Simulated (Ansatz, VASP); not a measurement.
Ge3Pt in VASP and in Ansatz

```
CELL_PARAMETERS angstrom
4.14754 0.00000 0.00000
0.00000 4.14754 0.00000
0.00000 0.00000 4.14754
ATOMIC_POSITIONS crystal
Ge 0.50000 0.50000 0.00000
Ge 0.50000 0.00000 0.50000
Ge 0.00000 0.50000 0.50000
Pt 0.00000 0.00000 0.00000
```

Change from the starting cell: species swapped into the LiMg3 type (Pm-3m, No. 221).

Alike in both runs: functional PBE; k mesh 4 × 4 × 4; occupations gaussian, width 0.1 eV; no spin polarisation.

Ansatz relaxed the structure, and its values are those at the end. VASP's run is a single point on that final structure, the one shown.

```csv
,VASP,Ansatz
version,VASP 6.6.1,Ansatz 0.2.0
potentials or method,"VASP PAW PBE potentials, release 64 (Ge_d, Pt), cutoff 520 eV","scalar-relativistic, plane waves, PAW"
valence electrons in the cell,52,60
```

```tsv
	VASP	Ansatz	Ansatz less VASP
gap on the k mesh at the Fermi level (eV)	none	none	-
pressure (GPa)	0.0	0.0	0.00
```

A gap of «none» marks a metal or a gap that the smearing closes. The functional is the same, so the differences come from potentials, cutoffs and numerics. VASP's potentials hold 52 valence electrons a cell and Ansatz's 60, so a difference there can come from the potentials and not from the codes.

The k mesh is coarse, so the values compare programs but aren't converged. Neither program's run includes spin-orbit coupling.
